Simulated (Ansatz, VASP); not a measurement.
## Au: VASP beside Ansatz

The input INCAR:

```
SYSTEM = Au
  PREC = Accurate
  ENCUT = 520
  EDIFF = 1E-6
  ISMEAR = 0
  SIGMA = 0.15
  LREAL = .False.
  LASPH = .True.
  NELM = 80
  ALGO = Fast
  ISIF = 2
  LWAVE = .False.
  LCHARG = .False.
  GGA = PS
  NBANDS = 12
```

KPOINTS

```
regular mesh
0
Gamma
  26 26 26
  0 0 0
```

The input POSCAR:

```
Au
1.0
    0.0000000000      2.0572488932      2.0572488932
    2.0419343853      0.0153145079      2.0419343853
    2.0419343853      2.0419343853      0.0153145079
Au
1
Direct
    0.0000000000      0.0000000000      0.0000000000
```

Input for Ansatz:

```yaml
crystal:
  lattice:
    - [0.0, 2.0572488932, 2.0572488932]
    - [2.0419343853, 0.0153145079, 2.0419343853]
    - [2.0419343853, 2.0419343853, 0.0153145079]
  atoms:
    - { symbol: Au, position: [0.0, 0.0, 0.0] }
basis:
  ecutwfc: 420
kpoints:
  mp_grid: { grid: [26, 26, 26] }
hamiltonian:
  xc: pbesol
scf:
  occupations: { method: gaussian, width: 0.15 }
output:
  forces: true
  stress: true
  eigenvalues: true
  write_density: true
  write_potential: true
  elf: true
  volumetric_format: npy
```

Change from the starting cell: strain +0.0150 x Voigt [0, 0, 0, 1, 0, 0], atoms carried along.

Alike in both runs: task single point; functional PBEsol; k mesh 26 × 26 × 26; occupations gaussian, width 0.15 eV; no spin polarisation.

|  | VASP | Ansatz |
| --- | --- | --- |
| version | VASP 6.6.1 | Ansatz 0.2.0 |
| potentials or method | VASP PAW PBE potentials, release 64 (Au), cutoff 520 eV | scalar-relativistic, plane waves, PAW |
| valence electrons in the cell | 11 | 19 |

VASP gave:

* gap on the k mesh at the Fermi level (eV): none
* pressure (GPa): -0.3
* traceless stress, the component that is largest in VASP (GPa): -0.66

**Question.** Estimate Ansatz's values.

**Answer.** gap on the k mesh at the Fermi level (eV): none; pressure (GPa): -0.1; traceless stress, the component that is largest in VASP (GPa): -0.66.

VASP's potentials were made for PBE, not for PBEsol. A gap of «none» marks a metal or a gap that the smearing closes. VASP's potentials hold 11 valence electrons a cell and Ansatz's 19, so a difference there can come from the potentials and not from the codes.

Neither program's run includes spin-orbit coupling.
